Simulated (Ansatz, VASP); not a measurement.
# KZn5Ir: VASP beside Ansatz

```
CELL_PARAMETERS angstrom
4.06435 0.00000 0.00000
0.00000 4.06435 0.00000
0.00000 0.00000 7.13843
ATOMIC_POSITIONS crystal
K 0.50000 0.50000 0.00000
Zn 0.50000 0.00000 0.72620
Zn 0.00000 0.50000 0.72620
Zn 0.50000 0.00000 0.27380
Zn 0.00000 0.50000 0.27380
Zn 0.00000 0.00000 0.00000
Ir 0.00000 0.00000 0.50000
```

Alike in both runs: task relaxation of cell and atoms; functional PBE; k mesh 4 × 4 × 4; occupations gaussian, width 0.1 eV; no spin polarisation.

|  | VASP | Ansatz |
| --- | --- | --- |
| version | VASP 6.6.1 | Ansatz 0.2.0 |
| potentials or method | VASP PAW PBE potentials, release 64 (K_sv, Zn, Ir), cutoff 600 eV | scalar-relativistic, plane waves, PAW |
| valence electrons in the cell | 78 | 86 |

Ansatz gave:

* gap on the k mesh at the Fermi level, each at its own relaxed structure (eV): none
* relaxed volume (Å³/atom): 22.07
* relaxed length of the cell vector where the two differ most in proportion (Å): 7.959

Which values does VASP return?

gap on the k mesh at the Fermi level, each at its own relaxed structure (eV): none; relaxed volume (Å³/atom): 22.27; relaxed length of the cell vector where the two differ most in proportion (Å): 8.030.

A gap of «none» marks a metal or a gap that the smearing closes. VASP's potentials hold 78 valence electrons a cell and Ansatz's 86, so a difference there can come from the potentials and not from the codes.

The k mesh is coarse, so the values compare programs but aren't converged. Neither program's run includes spin-orbit coupling. Noted on VASP's run: the volume moved by over 15 % at a fixed basis, so the end points are rough.
